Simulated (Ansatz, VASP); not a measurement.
## One calculation of AgPt3, two programs

```
CELL_PARAMETERS angstrom
3.90000 0.00000 0.00000
0.00000 3.90000 0.00000
0.00000 0.00000 3.86100
ATOMIC_POSITIONS crystal
Ag 0.00000 0.00000 0.00000
Pt 0.00000 0.50000 0.50000
Pt 0.50000 0.00000 0.50000
Pt 0.50000 0.50000 0.00000
```

Change from the starting cell: zz strain of -1 %, PAW files.

Alike in both runs: task electric field gradients; functional LDA; k mesh 9 × 9 × 9; occupations fermi-dirac, width 0.08 eV; no spin polarisation.

|  | VASP | Ansatz |
| --- | --- | --- |
| version | VASP 6.6.1 | Ansatz 0.2.0 |
| potentials or method | VASP PAW LDA potentials, release 64 (Ag, Pt) | PAW with Ansatz's default frozen-core files, scalar-relativistic |
| plane-wave cutoff (eV) | 520 | 420 |
| valence electrons in the cell | 41 | 73 |

Ansatz gave:

```
pressure (GPa)                                                : 5.1
traceless stress, the component that is largest in VASP (GPa) : 0.77
size of Vzz on the site where it differs most (V/Å²)          : 5.4
```

Problem. What did VASP give for the same quantities?

Solution. Pressure (GPa): 5.8; traceless stress, the component that is largest in VASP (GPa): 0.76; size of Vzz on the site where it differs most (V/Å²): 20.6.

LDA's correlation is that of Perdew and Zunger in VASP and of Perdew and Wang (1992) in Ansatz. VASP's potentials hold 41 valence electrons a cell and Ansatz's 73, so a difference there can come from the potentials and not from the codes.

Spin-orbit coupling is off throughout.
